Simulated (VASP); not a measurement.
# LiMg (Pmma) in VASP: notebook

Runs on LiMg. Level: LDA. Tasks: single point.

Everything below comes from runs of VASP 6.6.1. Logs are shortened: lines on timing, memory, paths and dates and some standing lists are left out, and cuts for length are marked.

## (1) The cell of the first run

Symmetry: Pmma, No. 51, orthorhombic system. Conventional cell: a = 4.846 Å, b = 3.295 Å, c = 4.867 Å, α = 90.00°, β = 90.00°, γ = 90.00°. Within 3.9 Å of Li (site symmetry mm2) lie 8 Mg at 2.93 to 2.94 Å and 6 Li at 3.30 to 3.48 Å. Mg (site symmetry mm2) has 8 Li at 2.93 to 2.94 Å and 6 Mg at 3.30 to 3.48 Å within 3.9 Å.

## (2) Single point, LDA

The input, INCAR:

```
SYSTEM = LiMg
  ALGO = Normal
  EDIFF = 1E-7
  ENCUT = 520
  GGA = CA
  ISIF = 2
  ISMEAR = -1
  LASPH = .TRUE.
  LCHARG = .FALSE.
  LREAL = .FALSE.
  LWAVE = .FALSE.
  NBANDS = 13
  NELM = 100
  PREC = Accurate
  SIGMA = 0.05
```

The input, KPOINTS:

```
k-points
0
G
  5 7 5
  0 0 0
```

The input, POSCAR:

```
LiMg
1.0
    4.8462349691      0.0000000000      0.0000000000
    0.0000000000      3.2951059525      0.0000000000
    0.0000000000      0.0000000000      4.8672766905
Li Mg
2 2
Direct
    0.7500000000      0.0000000000      0.2571200000
    0.2500000000      0.0000000000      0.7428800000
    0.2500000000      0.5000000000      0.2438700000
    0.7500000000      0.5000000000      0.7561300000
```

Potentials or basis: VASP PAW LDA potentials, release 64 (Li_sv, Mg).

Launch:

```bash
$ cat potpaw_LDA.64/Li_sv/POTCAR potpaw_LDA.64/Mg/POTCAR > POTCAR
$ mpirun -np 1 vasp_std > vasp.out
```

OUTCAR:

```text
SYSTEM = LiMg
   EDIFF = 1E-7
   ENCUT = 520
   GGA = CA
   ISIF = 2
   ISMEAR = -1
   LASPH = .TRUE.
   LREAL = .FALSE.
   NELM = 100
   PREC = Accurate

 ion  position               nearest neighbor table
   1  0.750  0.000  0.257-   3 2.93   3 2.93   3 2.93   3 2.93   4 2.93   4 2.93   4 2.94   4 2.94

   2  0.250  0.000  0.743-   4 2.93   4 2.93   4 2.93   4 2.93   3 2.93   3 2.93   3 2.94   3 2.94

   3  0.250  0.500  0.244-   1 2.93   1 2.93   1 2.93   1 2.93   2 2.93   2 2.93   2 2.94   2 2.94
                             4 3.39   4 3.39   4 3.48   4 3.48
   4  0.750  0.500  0.756-   2 2.93   2 2.93   2 2.93   2 2.93   1 2.93   1 2.93   1 2.94   1 2.94
                             3 3.39   3 3.39   3 3.48   3 3.48

  LATTYP: Found a simple orthorhombic cell.
 ALAT       =     3.2951059525
 B/A-ratio  =     1.4707372203
 C/A-ratio  =     1.4771229698

  Lattice vectors:

 A1 = (   0.0000000000,  -3.2951059525,   0.0000000000)
 A2 = (   4.8462349691,   0.0000000000,   0.0000000000)
 A3 = (   0.0000000000,   0.0000000000,   4.8672766905)

Analysis of symmetry for initial positions (statically):
=====================================================================
 Subroutine PRICEL returns:
 Original cell was already a primitive cell.

 Routine SETGRP: Setting up the symmetry group for a
 simple orthorhombic supercell.

 Subroutine GETGRP returns: Found  8 space group operations
 (whereof  4 operations were pure point group operations)
 out of a pool of  8 trial point group operations.

The static configuration has the point symmetry C_2h.
 The point group associated with its full space group is D_2h.

Analysis of symmetry for dynamics (positions and initial velocities):
=====================================================================
 Subroutine PRICEL returns:
 Original cell was already a primitive cell.

 Routine SETGRP: Setting up the symmetry group for a
 simple orthorhombic supercell.

 Subroutine GETGRP returns: Found  8 space group operations
 (whereof  4 operations were pure point group operations)
 out of a pool of  8 trial point group operations.

The dynamic configuration has the point symmetry C_2h.
 The point group associated with its full space group is D_2h.

 Subroutine INISYM returns: Found  8 space group operations
 (whereof  4 operations are pure point group operations),
 and found     1 'primitive' translations

----------------------------------------------------------------------------------------

                                     Primitive cell

  volume of cell :      77.7248

  direct lattice vectors                    reciprocal lattice vectors
     4.846234969  0.000000000  0.000000000     0.206345752  0.000000000  0.000000000
     0.000000000  3.295105953  0.000000000     0.000000000  0.303480378  0.000000000
     0.000000000  0.000000000  4.867276690     0.000000000  0.000000000  0.205453699

  length of vectors
     4.846234969  3.295105953  4.867276690     0.206345752  0.303480378  0.205453699

  position of ions in fractional coordinates (direct lattice)
     0.750000000  0.000000000  0.257120000
     0.250000000  0.000000000  0.742880000
     0.250000000  0.500000000  0.243870000
     0.750000000  0.500000000  0.756130000

  ion indices of the primitive-cell ions
   primitive index   ion index
                 1           1
                 2           2
                 3           3
                 4           4

----------------------------------------------------------------------------------------

 KPOINTS: k-points

Automatic generation of k-mesh.
 Grid dimensions read from file:
 generate k-points for:    5    7    5

 Generating k-lattice:

  Cartesian coordinates                     Fractional coordinates (reciprocal lattice)
     0.041269150  0.000000000  0.000000000     0.200000000  0.000000000  0.000000000
     0.000000000  0.043354340  0.000000000     0.000000000  0.142857143  0.000000000
     0.000000000  0.000000000  0.041090740     0.000000000  0.000000000  0.200000000

  Length of vectors
     0.041269150  0.043354340  0.041090740

  Shift w.r.t. Gamma in fractional coordinates (k-lattice)
     0.000000000  0.000000000  0.000000000

 Subroutine IBZKPT returns following result:
 ===========================================

 Found     36 irreducible k-points:

 Following reciprocal coordinates:
            Coordinates               Weight
  0.000000  0.000000  0.000000      1.000000
  0.200000  0.000000  0.000000      2.000000
  0.400000  0.000000  0.000000      2.000000
  0.000000  0.142857  0.000000      2.000000
  0.200000  0.142857  0.000000      4.000000
  0.400000  0.142857  0.000000      4.000000
[... 16 lines left out ...]
  0.200000  0.428571  0.200000      8.000000
  0.400000  0.428571  0.200000      8.000000
 [... further k-points ...]
   k-points           NKPTS =     36   k-points in BZ     NKDIM =     36   number of bands    NBANDS=     13
   number of dos      NEDOS =    301   number of ions     NIONS =      4
   total plane-waves  NPLWV =  36288
   dimension x,y,z NGX =    36 NGY =   28 NGZ =   36
   dimension x,y,z NGXF=    72 NGYF=   56 NGZF=   72
   ions per type =               2   2
   NGX,Y,Z   is equivalent  to a cutoff of  12.35, 14.13, 12.30 a.u.
   NGXF,Y,Z  is equivalent  to a cutoff of  24.70, 28.25, 24.59 a.u.
 SYSTEM =  LiMg
   PREC   = accura    normal or accurate (medium, high low for compatibility)
   ISTART =      0    job   : 0-new  1-cont  2-samecut
   ICHARG =      2    charge: 1-file 2-atom 10-const
   ISPIN  =      1    spin polarized calculation?
   LNONCOLLINEAR =      F non collinear calculations
   LSORBIT =      F    spin-orbit coupling
   LASPH  =      T    aspherical Exc in radial PAW
   ENCUT  =  520.0 eV  38.22 Ry    6.18 a.u.   9.01  6.13  9.05*2*pi/ulx,y,z
   NELM   =    100;   NELMIN=  2; NELMDL= -5     # of ELM steps
   EDIFF  = 0.1E-06   stopping-criterion for ELM
   LREAL  =      F    real-space projection
   EDIFFG = 0.1E-05   stopping-criterion for IOM
   NSW    =      0    number of steps for IOM
   IBRION =     -1    ionic relax: 0-MD 1-quasi-New 2-CG
   NFREE  =      0    steps in history (QN), initial steepest desc. (CG)
   ISIF   =      2    stress and relaxation
   ISYM   =      2    0-nonsym 1-usesym 2-fastsym
   POTIM  = 0.5000    time-step for ionic-motion
   TEBEG  =    0.0;   TEEND  =   0.0 temperature during run
   PSTRESS=    0.0 pullay stress
   NELECT =      10.0000    total number of electrons
   NUPDOWN=      -1.0000    fix difference up-down
   EMIN   =  10.00;   EMAX   =-10.00  energy-range for DOS
   EFERMI =   0.00;   METHOD = LEGACY
   ISMEAR =    -1;   SIGMA  =   0.05  broadening in eV -4-tet -1-fermi 0-gaus
   EFERMI_NEDOS =   21; number of points for ismear=-14 and -15
   IALGO  =     38    algorithm
   IMIX   =      4    mixing-type and parameters
     AMIX     =   0.40;   BMIX     =  1.00
     AMIX_MAG =   1.60;   BMIX_MAG =  1.00
  volume/ion in A,a.u.               =      19.43       131.13
  Fermi-wavevector in a.u.,A,eV,Ry     =   0.826459  1.561782  9.293258  0.683035
  Thomas-Fermi vector in A             =   1.938495
   LORBIT       =      0    0 simple, 1 ext, 2 COOP (PROOUT), +10 PAW based schemes
   GGA     = CA    functional components
   LHFCALC =     F    Hartree Fock is set to
   AEXX    =    0.0000 exact exchange contribution
   IVDW    =     0    specifies the selected vdW correction
   LEPSILON=     F    determine dielectric tensor
   LRPA    =     F    only Hartree local field effects (RPA)
 non-spin polarized calculation
  energy-cutoff  :      520.00
  volume of cell :       77.72
 maximum number of plane-waves:      2106
   NGX = 19   NGY = 13   NGZ = 19

 number of electron      10.0000001 magnetization

 Free energy of the ion-electron system (eV)
  ---------------------------------------------------
  ext. energy  EPLUGINS =         0.00000000
  ---------------------------------------------------
  free energy    TOTEN  =        -8.03606845 eV

  energy without entropy =       -8.01819115  energy(sigma->0) =       -8.02712980

 E-fermi :   1.9386     XC(G=0):  -8.3218

 val. band max:        1.9316273994   @ k =   0.2000   0.4286   0.0000
 cond. band min:       1.9429498051   @ k =   0.2000   0.0000   0.4000
 fundamental gap:      0.0113224057
 Fermi energy:         1.9385802881

 k-point     1 :       0.0000    0.0000    0.0000
  band No.  band energies     occupation
      1     -43.3261      2.00000
      2     -43.3221      2.00000
      3      -3.7751      2.00000
      4       1.1202      2.00000
      5       1.1561      2.00000
      6       1.9223      1.16141
      7       4.0134      0.00000
      8       6.6475      0.00000
      9       6.6869      0.00000
     10       7.6485      0.00000
     11       7.6806      0.00000
     12       8.0945      0.00000
     13      12.3060      0.00000

 k-point     2 :       0.2000    0.0000    0.0000
  band No.  band energies     occupation
      1     -43.3257      2.00000
      2     -43.3225      2.00000
      3      -3.5547      2.00000
      4      -0.3118      2.00000
      5       1.3598      1.99998
      6       3.0013      0.00000
      7       4.9134      0.00000
      8       5.0614      0.00000
      9       5.7531      0.00000
     10       7.9056      0.00000
     11       9.1680      0.00000
     12       9.8536      0.00000
     13      11.1925      0.00000
[... 321 lines left out ...]
 k-point    23 :       0.2000    0.4286    0.2000
  band No.  band energies     occupation
      1     -43.3224      2.00000
      2     -43.3199      2.00000
      3      -1.2267      2.00000
      4       0.8216      2.00000
      5       1.8813      1.51714
      6       2.2312      0.00573
      7       4.0060      0.00000
      8       4.4403      0.00000
      9       5.9329      0.00000
     10       6.8197      0.00000
     11       7.3127      0.00000
     12       7.6732      0.00000
     13       9.1084      0.00000

 k-point    24 :       0.4000    0.4286    0.2000
  band No.  band energies     occupation
      1     -43.3217      2.00000
      2     -43.3207      2.00000
      3      -0.5305      2.00000
      4       0.5853      2.00000
      5       1.3072      1.99999
      6       1.9662      0.73079
      7       3.5981      0.00000
      8       4.4669      0.00000
      9       5.0638      0.00000
     10       6.1841      0.00000
     11       7.9924      0.00000
     12       8.9239      0.00000
     13       9.1771      0.00000

 [... further k-points ...]

------------------------ aborting loop because EDIFF is reached ----------------------------------------

  FORCE on cell =-STRESS in cart. coord.  units (eV):
  Direction    XX          YY          ZZ          XY          YZ          ZX
  --------------------------------------------------------------------------------------
  -------------------------------------------------------------------------------------
  Total       -0.4978183     -0.2258410     -0.6285976      0.0000000      0.0000000      0.0000000
  in kB      -10.2617529     -4.6553623    -12.9575656      0.0000000      0.0000000      0.0000000
  external PRESSURE =      -9.2915603 kB  Pullay stress =       0.0000000 kB

 VOLUME and BASIS-vectors are now :
 -----------------------------------------------------------------------------
  energy-cutoff  :      520.00
  volume of cell :       77.72
      direct lattice vectors                 reciprocal lattice vectors
     4.846234969  0.000000000  0.000000000     0.206345752  0.000000000  0.000000000
     0.000000000  3.295105953  0.000000000     0.000000000  0.303480378  0.000000000
     0.000000000  0.000000000  4.867276690     0.000000000  0.000000000  0.205453699

 POSITION                                       TOTAL-FORCE (eV/Angst)
 -----------------------------------------------------------------------------------
      3.63468      0.00000      1.25147         0.000000      0.000000     -0.018581
      1.21156      0.00000      3.61580        -0.000000      0.000000      0.018581
      1.21156      1.64755      1.18698         0.000000      0.000000      0.003426
      3.63468      1.64755      3.68029         0.000000      0.000000     -0.003426
 -----------------------------------------------------------------------------------
    total drift:                                0.000000     -0.000000     -0.000000

  FREE ENERGIE OF THE ION-ELECTRON SYSTEM (eV)
  ---------------------------------------------------
  free  energy   TOTEN  =        -8.0360684546 eV

  energy  without entropy=       -8.0181911545  energy(sigma->0) =       -8.02712980
```

Run time: 43 s. Hardware: 1 thread of Intel Xeon 8259CL, shared host; peak memory 0.17 GiB.

What came out:

```yaml
Free_energy: -8.0361 eV
Largest_force: 0.019 eV/Å
Band_gap_on_the_k_mesh: zero (bands 5 and 6 overlap by 2.96 eV)
```

Forces on the atoms (eV/Å):
```
Li   0.000  0.000 -0.019
Li   0.000  0.000  0.019
Mg   0.000  0.000  0.003
Mg   0.000  0.000 -0.003
```

Levels at points of the mesh, in eV from the Fermi level:
```
           k point  band 3  band 4  band 5  band 6  band 7  band 8
(0.00, 0.00, 0.00)   -5.71   -0.82   -0.78   -0.02    2.07    4.71
```

Caveat: the cutoff is under 1.25 times the usual one of these potentials, so pressure, stress and relaxed cells hold a basis-set (Pulay) error.

## (3) Single point, LDA

This run uses another cell than the first one, of 20.24 Å³/atom.

The input, INCAR:

```
ALGO = Normal
EDIFF = 1E-7
ENCUT = 520
ISIF = 2
ISMEAR = -1
LASPH = True
LCHARG = False
LREAL = False
LWAVE = False
NBANDS = 13
NELM = 60
PREC = Accurate
SIGMA = 0.05
```

The input, KPOINTS:

```
k-points
0
Gamma
  5 7 5
```

The input, POSCAR:

```
LiMg
1.0
    4.9126300000      0.0000000000      0.0000000000
    0.0000000000      3.3402500000      0.0000000000
    0.0000000000      0.0000000000      4.9339600000
Li Mg
2 2
Direct
    0.7500000000      0.0000000000      0.2571200000
    0.2500000000      0.0000000000      0.7428800000
    0.2500000000      0.5000000000      0.2438700000
    0.7500000000      0.5000000000      0.7561300000
```

Potentials or basis: VASP PAW LDA potentials, release 64 (Li_sv, Mg).

Launch:

```bash
$ cat potpaw_LDA.64/Li_sv/POTCAR potpaw_LDA.64/Mg/POTCAR > POTCAR
$ mpirun -np 1 vasp_std > vasp.out
```

OUTCAR:

```text
EDIFF = 1E-7
   ENCUT = 520
   ISIF = 2
   ISMEAR = -1
   LASPH = True
   LREAL = False
   NELM = 60
   PREC = Accurate

 ion  position               nearest neighbor table
   1  0.750  0.000  0.257-   3 2.97   3 2.97   3 2.97   3 2.97   4 2.98   4 2.98   4 2.98   4 2.98

   2  0.250  0.000  0.743-   4 2.97   4 2.97   4 2.97   4 2.97   3 2.98   3 2.98   3 2.98   3 2.98

   3  0.250  0.500  0.244-   1 2.97   1 2.97   1 2.97   1 2.97   2 2.98   2 2.98   2 2.98   2 2.98
                             4 3.44   4 3.44   4 3.52   4 3.52
   4  0.750  0.500  0.756-   2 2.97   2 2.97   2 2.97   2 2.97   1 2.98   1 2.98   1 2.98   1 2.98
                             3 3.44   3 3.44   3 3.52   3 3.52

  LATTYP: Found a simple orthorhombic cell.
[... 590 lines left out ...]
  -------------------------------------------------------------------------------------
  Total       -0.9597750     -0.7845711     -1.0850915      0.0000000      0.0000000      0.0000000
  in kB      -18.9929029    -15.5258080    -21.4727805      0.0000000      0.0000000      0.0000000
  external PRESSURE =     -18.6638305 kB  Pullay stress =       0.0000000 kB

 VOLUME and BASIS-vectors are now :
 -----------------------------------------------------------------------------
  energy-cutoff  :      520.00
  volume of cell :       80.96
      direct lattice vectors                 reciprocal lattice vectors
     4.912630000  0.000000000  0.000000000     0.203556954  0.000000000  0.000000000
     0.000000000  3.340250000  0.000000000     0.000000000  0.299378789  0.000000000
     0.000000000  0.000000000  4.933960000     0.000000000  0.000000000  0.202676957

 POSITION                                       TOTAL-FORCE (eV/Angst)
 -----------------------------------------------------------------------------------
      3.68447      0.00000      1.26862         0.000000     -0.000000     -0.017122
      1.22816      0.00000      3.66534         0.000000     -0.000000      0.017122
      1.22816      1.67013      1.20324         0.000000     -0.000000      0.000423
      3.68447      1.67013      3.73072         0.000000      0.000000     -0.000423
 -----------------------------------------------------------------------------------
    total drift:                                0.000000     -0.000000     -0.000000

  FREE ENERGIE OF THE ION-ELECTRON SYSTEM (eV)
  ---------------------------------------------------
  free  energy   TOTEN  =        -8.0086792166 eV

  energy  without entropy=       -7.9913295211  energy(sigma->0) =       -8.00000437
```

Wall time 51 s (1 thread of Intel Xeon 8259CL, shared host); peak memory 0.18 GiB.

Results:

| Quantity | Value |
| --- | --- |
| Free energy | -8.0087 eV |
| Largest force | 0.017 eV/Å |
| Band gap on the k mesh | zero (bands 5 and 6 overlap by 2.92 eV) |

Forces on the atoms (eV/Å):
```
Li   0.000  0.000 -0.017
Li   0.000  0.000  0.017
Mg   0.000  0.000  0.000
Mg   0.000  0.000  0.000
```

Caveat: the cutoff is under 1.25 times the usual one of these potentials, so pressure, stress and relaxed cells hold a basis-set (Pulay) error.
